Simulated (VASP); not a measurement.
Runs of VASP 6.6.1 on Pt. The structure is that of space group P6_3/mmc (No. 194), or close to it. The cells are those of the table. 

```csv
cell,k mesh,gap on the mesh (eV),pressure (GPa)
"a = 2.802, b = 2.802, c = 9.359 Å, angles 90.0, 90.0, 120.0°, 4 atoms",17 × 17 × 5,none,-0.6
"a = 2.725, b = 2.725, c = 9.102 Å, angles 90.0, 90.0, 120.0°, 4 atoms",15 × 15 × 4,none,(c)
"a = 2.685, b = 2.685, c = 8.968 Å, angles 90.0, 90.0, 120.0°, 4 atoms",15 × 15 × 4,none,(b)
"a = 2.764, b = 2.764, c = 9.232 Å, angles 90.0, 90.0, 120.0°, 4 atoms",15 × 15 × 4,none,(a)
"a = 2.839, b = 2.839, c = 9.482 Å, angles 90.0, 90.0, 120.0°, 4 atoms",15 × 15 × 4,none,-8.5
"a = 2.802, b = 2.802, c = 9.359 Å, angles 90.0, 90.0, 120.0°, 4 atoms",15 × 15 × 4,none,-0.5
"a = 2.875, b = 2.875, c = 9.602 Å, angles 90.0, 90.0, 120.0°, 4 atoms",15 × 15 × 4,none,-14.7
"a = 2.910, b = 2.910, c = 9.719 Å, angles 90.0, 90.0, 120.0°, 4 atoms",15 × 15 × 4,none,-19.3
```

Alike in all rows: task single point; level revPBE; potentials or basis VASP PAW PBE potentials, release 64 (Pt); no spin polarisation; cutoff (eV) 520; smearing fermi-dirac 0.1 eV.

Task: Fill in the values left out.

Result: (a) 9.9; (b) 41.1; (c) 23.5.

Caveats: the PAW data sets were made with another functional, which shifts forces and pressure a little; spin-orbit coupling is left out, which moves the levels of the heavy elements.

A k mesh can miss the band edges, and the runs leave out spin-orbit coupling on Pt.

A gap of «none» marks levels without a gap at the run's occupations.
